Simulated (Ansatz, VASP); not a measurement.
# AgBr: VASP beside Ansatz

```
Ag Br
1.0
     0.00000    2.92403    2.92403
     2.92403    0.00000    2.92403
     2.92403    2.92403    0.00000
Ag Br
1 1
Direct
  0.50000 0.50000 0.50000
  0.00000 0.00000 0.00000
```

Change from the starting cell: volume scaled by 1.04, PAW files.

Alike in both runs: task electric field gradients; functional LDA; k mesh 7 × 7 × 7; occupations fermi-dirac, width 0.03 eV; no spin polarisation.

```csv
,VASP,Ansatz
version,VASP 6.6.1,Ansatz 0.2.0
potentials or method,"VASP PAW LDA potentials, release 64 (Ag, Br)","PAW with Ansatz's default frozen-core files, scalar-relativistic"
plane-wave cutoff (eV),400,420
valence electrons in the cell,18,26
```

Ansatz gave:

```
pressure (GPa) : -6.1
```

Q: Estimate VASP's values.

A: Pressure (GPa): -6.2.

LDA's correlation is that of Perdew and Zunger in VASP and of Perdew and Wang (1992) in Ansatz. VASP's potentials hold 18 valence electrons a cell and Ansatz's 26, so a difference there can come from the potentials and not from the codes.
